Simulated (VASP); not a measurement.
Write the native input for VASP 6.6.1 that does the following.

```yaml
Task: single point
Functional: LDA
Potentials_or_basis: VASP PAW LDA potentials, release 64 (C)
Cutoff: 520 eV
k_mesh: 19 × 19 × 19
Occupations: methfessel-paxton, width 0.1 eV
Spin: no spin polarisation
Dipole_correction: no
Further_INCAR_settings: ALGO = Normal; EDIFF = 1e-06; NBANDS = 11
```

The structure of C lies in POSCAR:

```
C
1.0
    1.2224369025      0.7057742764      3.3321596593
   -1.2224369025      0.7057742764      3.3321596593
    0.0000000000     -1.4115485478      3.3321596604
C
2
Direct
    0.8333868749      0.8333868749      0.8333868749
    0.1666131251      0.1666131251      0.1666131251
```

One way to write it, as run:

INCAR

```
SYSTEM = C
ALGO = Normal ; EDIFF = 1E-6
ENCUT = 520 ; ISIF = 2
ISMEAR = 1 ; LASPH = .True.
LCHARG = .False. ; LREAL = .False.
LWAVE = .False. ; NBANDS = 11
NELM = 100 ; PREC = Accurate
SIGMA = 0.1
```

KPOINTS

```
k-points
0
Gamma
  19 19 19
  0 0 0
```

Potentials or basis: VASP PAW LDA potentials, release 64 (C).

Command:

```sh
$ cat potpaw_LDA.64/C/POTCAR > POTCAR
$ mpirun -np 1 vasp_std > vasp.out
```

It gave:

- Pressure: 0.8 GPa

Run time: 5 min on 1 thread of Intel Xeon 8259CL (shared host), peak memory 0.21 GiB.
